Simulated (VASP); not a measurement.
Wanted: the native input for a VASP 6.6.1 run.

| Property | Result |
| --- | --- |
| Task | single point |
| Functional | PBE |
| Potentials or basis | VASP PAW PBE potentials, release 64 (Zn, Cd, Se, S) |
| Cutoff | 500 eV |
| k mesh | 6 × 6 × 6 |
| Occupations | gaussian, width 0.1 eV |
| Spin | no spin polarisation |
| Dipole correction | no |
| Further INCAR settings | ALGO = Normal; EDIFF = 1e-06; NBANDS = 40 |

The structure of ZnCdSe4S2 lies in POSCAR:

```
ZnCdSe4S2
1.0
    3.7331973355     -5.1312262901      0.0000000000
    3.7331973355      5.1312262901      0.0000000000
    0.0000000000      0.0000000000      5.1987043088
Zn Cd Se S
1 1 4 2
Direct
    0.0000000000      0.0000000000      0.5000000000
    0.5000000000      0.5000000000      0.5000000000
    0.7623418558      0.2376581442      0.5000000000
    0.2376581442      0.7623418558      0.5000000000
    0.2444148535      0.7555851465      0.0000000000
    0.7555851465      0.2444148535      0.0000000000
    0.5000000000      0.5000000000      0.0000000000
    0.0000000000      0.0000000000      0.0000000000
```

The cell was generated, and may not be a known phase.

The input as run:

INCAR

```
  PREC = Accurate
  ENCUT = 500
  EDIFF = 1E-6
  ISMEAR = 0
  SIGMA = 0.1
  LREAL = F
  LASPH = T
  NELM = 120
  ALGO = Normal
  ISIF = 2
  LWAVE = F
  LCHARG = F
  GGA = PE
  NBANDS = 40
  GGA_COMPAT = F
```

KPOINTS

```
regular mesh
0
Gamma
  6 6 6
```

Potentials or basis: VASP PAW PBE potentials, release 64 (Zn, Cd, Se, S).

The run is started by

```sh
$ cat potpaw_PBE.64/Zn/POTCAR potpaw_PBE.64/Cd/POTCAR potpaw_PBE.64/Se/POTCAR potpaw_PBE.64/S/POTCAR > POTCAR
$ mpirun -np 1 vasp_std > vasp.out
```

Results of the run:

* Pressure: 0.1 GPa
* Largest force: 0.005 eV/Å
* Band gap on the k mesh: zero (bands 30 and 31 overlap by 1.63 eV)

Run time: 9.8 min on 1 thread of Oxide Virtual Turin-like Processor, on a shared host, peak memory 0.5 GiB.
